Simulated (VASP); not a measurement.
Wanted: the native input for a VASP 6.6.1 run.

| Item | Value |
| --- | --- |
| Task | single point |
| Functional | PBE |
| Potentials or basis | VASP PAW PBE potentials, release 64 (Ir) |
| Cutoff | 520 eV |
| k mesh | 19 × 19 × 19 |
| Occupations | methfessel-paxton, width 0.1 eV |
| Spin | no spin polarisation |
| Dipole correction | no |
| Further INCAR settings | ALGO = Normal; EDIFF = 1e-07; NBANDS = 10 |

The structure of Ir lies in POSCAR:

```
Ir
1.0
    2.5125843838      0.0000000000      0.0000000000
    0.0000000000      2.5125843838      0.0000000000
    0.0000000000      0.0000000000      2.5125843838
Ir
1
Direct
    0.0000000000      0.0000000000      0.0000000000
```

The input as run:

INCAR

```
SYSTEM = Ir
ALGO     = Normal         ! electronic algorithm
EDIFF    = 1E-7           ! SCF threshold, eV
ENCUT    = 520            ! plane-wave cutoff, eV
GGA      = PE             ! functional
ISIF     = 2              ! what is computed and relaxed
ISMEAR   = 1              ! smearing method
LASPH    = .True.         ! aspherical terms in the spheres
LCHARG   = .False.        ! write CHGCAR
LREAL    = .False.        ! projectors in reciprocal space
LWAVE    = .False.        ! write WAVECAR
NBANDS   = 10             ! bands
NELM     = 80             ! most SCF steps
PREC     = Accurate       ! precision mode
SIGMA    = 0.1            ! smearing width, eV
```

KPOINTS

```
k-points
0
Gamma
  19 19 19
  0 0 0
```

Potentials or basis: VASP PAW PBE potentials, release 64 (Ir).

Command:

```bash
$ cat potpaw_PBE.64/Ir/POTCAR > POTCAR
$ mpirun -np 1 vasp_std > vasp.out
```

Results of the run:

| Item | Value |
| --- | --- |
| Pressure | 20.2 GPa |

Wall time 11 s on 1 thread of Intel(R) Xeon(R) 6975P-C (Granite Rapids), on a shared host, peak memory 0.15 GiB.
